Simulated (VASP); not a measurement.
# InP (F-43m) in VASP: settings compared, part 2 of 2

VASP 6.6.1. The steps go on from the part before.

## Step 4: Single point, RPBE, collinear spin

This run uses another cell than the first one, of 25.17 Å³/atom.

INCAR reads:

```
SYSTEM = InP
ALGO = Normal
EDIFF = 1E-6
ENCUT = 520
GGA = RP
ISIF = 2
ISMEAR = -5
ISPIN = 2
LASPH = .True.
LCHARG = .False.
LORBIT = 11
LREAL = .False.
LWAVE = .False.
MAGMOM = 0.5 0
NBANDS = 20
NELM = 150
PREC = Accurate
SIGMA = 0.05
```

KPOINTS reads:

```
k-points
0
Gamma
  8 8 8
  0 0 0
```

POSCAR reads:

```
InP
1.0
    0.0000000000      2.9305000000      2.9305000000
    2.9305000000      0.0000000000      2.9305000000
    2.9305000000      2.9305000000      0.0000000000
In P
1 1
Direct
    0.0000000000      0.0000000000      0.0000000000
    0.7500000000      0.7500000000      0.7500000000
```

Potentials or basis: VASP PAW PBE potentials, release 64 (In_d, P).

Started as:

```
cat potpaw_PBE.64/In_d/POTCAR potpaw_PBE.64/P/POTCAR > POTCAR
mpirun -np 1 vasp_std > vasp.out
```

OUTCAR:

```text
SYSTEM = InP
   EDIFF = 1E-6
   ENCUT = 520
   GGA = RP
   ISIF = 2
   ISMEAR = -5
   ISPIN = 2
   LASPH = .True.
   LORBIT = 11
   LREAL = .False.
   NELM = 150
   PREC = Accurate

 ion  position               nearest neighbor table
   1  0.000  0.000  0.000-   2 2.54   2 2.54   2 2.54   2 2.54
   2  0.750  0.750  0.750-   1 2.54   1 2.54   1 2.54   1 2.54

  LATTYP: Found a face centered cubic cell.
 ALAT       =     5.8610000000

  Lattice vectors:

 A1 = (   0.0000000000,   2.9305000000,   2.9305000000)
 A2 = (   2.9305000000,   0.0000000000,   2.9305000000)
 A3 = (   2.9305000000,   2.9305000000,   0.0000000000)

Analysis of symmetry for initial positions (statically):
=====================================================================
 Subroutine PRICEL returns:
 Original cell was already a primitive cell.

 Routine SETGRP: Setting up the symmetry group for a
 face centered cubic supercell.

 Subroutine GETGRP returns: Found 24 space group operations
 (whereof 24 operations were pure point group operations)
 out of a pool of 48 trial point group operations.

The static configuration has the point symmetry T_d .

Analysis of symmetry for dynamics (positions and initial velocities):
=====================================================================
 Subroutine PRICEL returns:
 Original cell was already a primitive cell.

 Routine SETGRP: Setting up the symmetry group for a
 face centered cubic supercell.

 Subroutine GETGRP returns: Found 24 space group operations
 (whereof 24 operations were pure point group operations)
 out of a pool of 48 trial point group operations.

The dynamic configuration has the point symmetry T_d .

Analysis of structural, dynamic, and magnetic symmetry:
=====================================================================
 Subroutine PRICEL returns:
 Original cell was already a primitive cell.

 Routine SETGRP: Setting up the symmetry group for a
 face centered cubic supercell.

 Subroutine GETGRP returns: Found 24 space group operations
 (whereof 24 operations were pure point group operations)
 out of a pool of 48 trial point group operations.

The overall configuration has the point symmetry T_d .

 Subroutine INISYM returns: Found 24 space group operations
 (whereof 24 operations are pure point group operations),
 and found     1 'primitive' translations

----------------------------------------------------------------------------------------

                                     Primitive cell

  volume of cell :      50.3333

  direct lattice vectors                    reciprocal lattice vectors
     0.000000000  2.930500000  2.930500000    -0.170619348  0.170619348  0.170619348
     2.930500000  0.000000000  2.930500000     0.170619348 -0.170619348  0.170619348
     2.930500000  2.930500000  0.000000000     0.170619348  0.170619348 -0.170619348

  length of vectors
     4.144352845  4.144352845  4.144352845     0.295521380  0.295521380  0.295521380

  position of ions in fractional coordinates (direct lattice)
     0.000000000  0.000000000  0.000000000
     0.750000000  0.750000000  0.750000000

  ion indices of the primitive-cell ions
   primitive index   ion index
                 1           1
                 2           2

----------------------------------------------------------------------------------------

[... 67 lines left out ...]
   LSORBIT =      F    spin-orbit coupling
   LASPH  =      T    aspherical Exc in radial PAW
   ENCUT  =  520.0 eV  38.22 Ry    6.18 a.u.   7.71  7.71  7.71*2*pi/ulx,y,z
   NELM   =    150;   NELMIN=  2; NELMDL= -5     # of ELM steps
   EDIFF  = 0.1E-05   stopping-criterion for ELM
   LREAL  =      F    real-space projection
   EDIFFG = 0.1E-04   stopping-criterion for IOM
   NSW    =      0    number of steps for IOM
   IBRION =     -1    ionic relax: 0-MD 1-quasi-New 2-CG
   NFREE  =      0    steps in history (QN), initial steepest desc. (CG)
   ISIF   =      2    stress and relaxation
   ISYM   =      2    0-nonsym 1-usesym 2-fastsym
   POTIM  = 0.5000    time-step for ionic-motion
   TEBEG  =    0.0;   TEEND  =   0.0 temperature during run
   PSTRESS=    0.0 pullay stress
   NELECT =      18.0000    total number of electrons
   NUPDOWN=      -1.0000    fix difference up-down
   EMIN   =  10.00;   EMAX   =-10.00  energy-range for DOS
   EFERMI =   0.00;   METHOD = LEGACY
   ISMEAR =    -5;   SIGMA  =   0.05  broadening in eV -4-tet -1-fermi 0-gaus
   EFERMI_NEDOS =   21; number of points for ismear=-14 and -15
   IALGO  =     38    algorithm
   IMIX   =      4    mixing-type and parameters
     AMIX     =   0.40;   BMIX     =  1.00
     AMIX_MAG =   1.60;   BMIX_MAG =  1.00
  volume/ion in A,a.u.               =      25.17       169.83
  Fermi-wavevector in a.u.,A,eV,Ry     =   1.162021  2.195901 18.371846  1.350293
  Thomas-Fermi vector in A             =   2.298587
   LORBIT       =     11    0 simple, 1 ext, 2 COOP (PROOUT), +10 PAW based schemes
   GGA     = RP    functional components
   LHFCALC =     F    Hartree Fock is set to
   AEXX    =    0.0000 exact exchange contribution
   IVDW    =     0    specifies the selected vdW correction
   LEPSILON=     F    determine dielectric tensor
   LRPA    =     F    only Hartree local field effects (RPA)
 spin polarized calculation
 Fermi weights with tetrahedron method with Bloechl corrections
  energy-cutoff  :      520.00
  volume of cell :       50.33
 maximum number of plane-waves:      1380
   NGX = 15   NGY = 15   NGZ = 15

 number of electron      18.0000005 magnetization       0.0001879

 number of electron      18.0000005 magnetization      -0.0000624

 Free energy of the ion-electron system (eV)
  ---------------------------------------------------
  ext. energy  EPLUGINS =         0.00000000
  ---------------------------------------------------
  free energy    TOTEN  =        -7.69240314 eV

  energy without entropy =       -7.69240314  energy(sigma->0) =       -7.69240314

 E-fermi :   5.3663     XC(G=0):  -9.1108

 val. band max:        5.2888080574   @ k =   0.0000   0.0000   0.0000
 cond. band min:       6.1332556666   @ k =   0.0000   0.0000   0.0000
 fundamental gap:      0.8444476092
 Fermi energy:         5.3662752850

 spin component 1

 k-point     1 :       0.0000    0.0000    0.0000
  band No.  band energies     occupation
      1      -8.9136      1.00000
      2      -8.9136      1.00000
      3      -8.9136      1.00000
      4      -8.7635      1.00000
      5      -8.7635      1.00000
      6      -6.1966      1.00000
[... 541 lines left out ...]
     19      20.2847      0.00000
     20      22.2422      0.00000

 [... further k-points ...]

 spin component 2

 k-point     1 :       0.0000    0.0000    0.0000
  band No.  band energies     occupation
      1      -8.9136      1.00000
      2      -8.9136      1.00000
      3      -8.9136      1.00000
      4      -8.7635      1.00000
      5      -8.7635      1.00000
      6      -6.1966      1.00000
[... 541 lines left out ...]
     19      20.2847      0.00000
     20      22.2421      0.00000

 [... further k-points ...]

------------------------ aborting loop because EDIFF is reached ----------------------------------------

  FORCE on cell =-STRESS in cart. coord.  units (eV):
  Direction    XX          YY          ZZ          XY          YZ          ZX
  --------------------------------------------------------------------------------------
  -------------------------------------------------------------------------------------
  Total        1.6028416      1.6028416      1.6028416      0.0000000     -0.0000000     -0.0000000
  in kB       51.0206529     51.0206529     51.0206529      0.0000000     -0.0000000     -0.0000000
  external PRESSURE =      51.0206529 kB  Pullay stress =       0.0000000 kB

 VOLUME and BASIS-vectors are now :
 -----------------------------------------------------------------------------
  energy-cutoff  :      520.00
  volume of cell :       50.33
      direct lattice vectors                 reciprocal lattice vectors
     0.000000000  2.930500000  2.930500000    -0.170619348  0.170619348  0.170619348
     2.930500000  0.000000000  2.930500000     0.170619348 -0.170619348  0.170619348
     2.930500000  2.930500000  0.000000000     0.170619348  0.170619348 -0.170619348

 POSITION                                       TOTAL-FORCE (eV/Angst)
 -----------------------------------------------------------------------------------
      0.00000      0.00000      0.00000        -0.000000     -0.000000     -0.000000
      4.39575      4.39575      4.39575         0.000000      0.000000      0.000000
 -----------------------------------------------------------------------------------
    total drift:                                0.000000      0.000000      0.000000

  FREE ENERGIE OF THE ION-ELECTRON SYSTEM (eV)
  ---------------------------------------------------
  free  energy   TOTEN  =        -7.6924031406 eV

  energy  without entropy=       -7.6924031406  energy(sigma->0) =       -7.69240314

 total charge

# of ion       s       p       d       tot
------------------------------------------
    1        0.823   0.762   9.901  11.486
    2        1.029   1.510   0.000   2.540
--------------------------------------------------
tot          1.853   2.272   9.901  14.026

 magnetization (x)

# of ion       s       p       d       tot
------------------------------------------
    1       -0.000  -0.000  -0.000  -0.000
    2       -0.000  -0.000   0.000  -0.000
--------------------------------------------------
tot         -0.000  -0.000  -0.000  -0.000
```

stdout:

```text
POSCAR found type information on POSCAR InP
 POSCAR found :  2 types and       2 ions
 scaLAPACK will be used
 -----------------------------------------------------------------------------
|                                                                             |
|                                                                             |
|     You enforced a specific xc type in the INCAR file but a different       |
|     I HOPE YOU KNOW WHAT YOU ARE DOING!                                     |
|                                                                             |
 -----------------------------------------------------------------------------

 LDA part: xc-table for (Slater+PW92), standard interpolation
 POSCAR, INCAR and KPOINTS ok, starting setup
 FFT: planning ... GRIDC
 FFT: planning ... GRID_SOFT
 FFT: planning ... GRID
 WAVECAR not read
 entering main loop
```

Run time: 85 s. Hardware: 1 thread of Intel Xeon Platinum 8259CL at 2.50GHz (Skylake/Cascade Lake), shared host; peak memory 0.22 GiB.

What came out:

```yaml
Free_energy: -7.6924 eV
Pressure: 5.1 GPa
Band_gap_on_the_k_mesh: 0.84 eV
Net_moment: 0.00 μB per cell
Valence_electrons_inside_the_program's_atomic_spheres: In 11.49; P 2.54
```

Caveat: the cell stands under pressure; the PAW data sets were made with another functional, which shifts forces and pressure a little; spin-orbit coupling is left out, which moves the levels of the heavy elements.

## Step 5: Single point, PBEsol, non-collinear spin, typed start, spin-orbit coupling

This run uses another cell than the first one, of 25.17 Å³/atom.

INCAR reads:

```
ALGO = Normal
EDIFF = 1E-6
ENCUT = 520
GGA = PS
GGA_COMPAT = False
ISIF = 2
ISMEAR = 0
LASPH = True
LCHARG = False
LORBIT = 11
LORBMOM = True
LREAL = False
LSORBIT = True
LWAVE = False
MAGMOM = 0.5 0 0 0 0 0
NBANDS = 30
NELM = 150
PREC = Accurate
SIGMA = 0.01
```

KPOINTS reads:

```
k-points
0
Gamma
  8 8 8
```

POSCAR is that of step 4.

Started as:

```
cat potpaw_PBE.64/In_d/POTCAR potpaw_PBE.64/P/POTCAR > POTCAR
mpirun -np 1 vasp_ncl > vasp.out
```

Run time: 9 min. Hardware: 1 thread of Intel Xeon Platinum 8259CL at 2.50GHz (Skylake/Cascade Lake), shared host; peak memory 0.49 GiB.

It converged, with:

* Free energy: -9.1903 eV
* Pressure: 0.5 GPa
* Net moment: 0.00 μB per cell
* Valence electrons inside the program's atomic spheres: In 11.51; P 2.51

Moments on the atoms (μB; x, y, z):
```
In  0.00 0.00 0.00
P   0.00 0.00 0.00
```

Caveat: the PAW data sets were made with another functional, which shifts forces and pressure a little.

## Step 6: Overview

```csv
task,level,spin,cell,k mesh,cutoff (eV),smearing,grid for exact exchange (PRECFOCK),share of exact exchange,gap on the mesh (eV),pressure (GPa),moment (μB)
single point,HF,off,"a = 4.231 Å, angles 60.0°, 2 atoms",4 × 4 × 4,520,fermi-dirac 0.05 eV,Normal,1,6.98,-0.7,-
relaxation of cell and atoms,HF,off,"relaxed from a = 4.144 Å, angles 60.0°, 2 atoms",4 × 4 × 4,600,fermi-dirac 0.05 eV,Normal,1,7.04,0.0,-
single point,RPBE,collinear,"a = 4.144 Å, angles 60.0°, 2 atoms",8 × 8 × 8,520,tetrahedron,-,-,0.84,5.1,0.00
single point,PBEsol,"non-collinear, typed start, SOC","a = 4.144 Å, angles 60.0°, 2 atoms",8 × 8 × 8,520,gaussian 0.01 eV,-,-,-,0.5,0.00
```

Alike in all rows: potentials or basis VASP PAW PBE potentials, release 64 (In_d, P).

Caveats: some runs use coarse meshes; the PAW data sets were made with another functional, which shifts forces and pressure a little; spin-orbit coupling is left out, which moves the levels of the heavy elements (at least some runs); the cell stands under pressure (at least some runs).

Total energies depend on the potentials used, so only differences within one code and one set of settings carry meaning.
